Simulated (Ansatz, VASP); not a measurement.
## Hf in VASP and in Ansatz

```
Hf
1.0
     0.00000    2.23470    2.23470
     2.23470    0.00000    2.23470
     2.23470    2.23470    0.00000
Hf
1
Direct
  0.00000 0.00000 0.00000
```

Change from the starting cell: volume scaled by 1.02.

Alike in both runs: task single point; functional LDA; k mesh 13 × 13 × 13; occupations fermi-dirac, width 0.03 eV; no spin polarisation.

|  | VASP | Ansatz |
| --- | --- | --- |
| version | VASP 6.6.1 | Ansatz 0.2.0 |
| potentials or method | VASP PAW LDA potentials, release 64 (Hf_pv), cutoff 520 eV | all-electron LAPW, scalar-relativistic |

```csv
,VASP,Ansatz,Ansatz less VASP
pressure (GPa),-7.4,-7.4,+0.02
```

LDA's correlation is that of Perdew and Zunger in VASP and of Perdew and Wang (1992) in Ansatz. Ansatz ran all-electron here, and VASP with PAW potentials.

Spin-orbit coupling is off throughout.
